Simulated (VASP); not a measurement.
Wanted: the native input for a VASP 6.6.1 run.

* Task: single point
* Functional: PBEsol
* Potentials or basis: VASP PAW PBE potentials, release 64 (Al, N)
* Cutoff: 520 eV
* k mesh: 9 × 9 × 6
* Occupations: gaussian, width 0.05 eV
* Spin: no spin polarisation
* Dipole correction: no
* Further INCAR settings: ALGO = Normal; EDIFF = 1e-06; NBANDS = 16

The structure of AlN lies in POSCAR:

```
AlN
1.0
    3.2620000000      0.0000000000      0.0000000000
   -1.6310000000      2.8249748671      0.0000000000
    0.0000000000      0.0000000000      4.0584000000
Al N
2 2
Direct
    0.3333333333      0.6666666667      0.7500000000
    0.6666666667      0.3333333333      0.2500000000
    0.3333333333      0.6666666667      0.2500000000
    0.6666666667      0.3333333333      0.7500000000
```

These files were run (other wordings do the same):

INCAR

```
SYSTEM = AlN
ALGO = Normal
EDIFF = 1E-6
ENCUT = 520
GGA = PS
ISIF = 2
ISMEAR = 0
LASPH = .TRUE.
LCHARG = .FALSE.
LREAL = .FALSE.
LWAVE = .FALSE.
NBANDS = 16
NELM = 100
PREC = Accurate
SIGMA = 0.05
```

KPOINTS

```
k-points
0
G
  9 9 6
  0 0 0
```

Potentials or basis: VASP PAW PBE potentials, release 64 (Al, N).

Run with:

```console
$ cat potpaw_PBE.64/Al/POTCAR potpaw_PBE.64/N/POTCAR > POTCAR
$ mpirun -np 1 vasp_std > vasp.out
```

It gave:

* Pressure: 10.2 GPa
* Band gap on the k mesh: 3.68 eV, direct

Caveat: the PAW data sets were made with another functional, which shifts forces and pressure a little.

Wall time 16 s on 1 thread of Intel Xeon 6975P-C, on a shared host, peak memory 0.16 GiB.
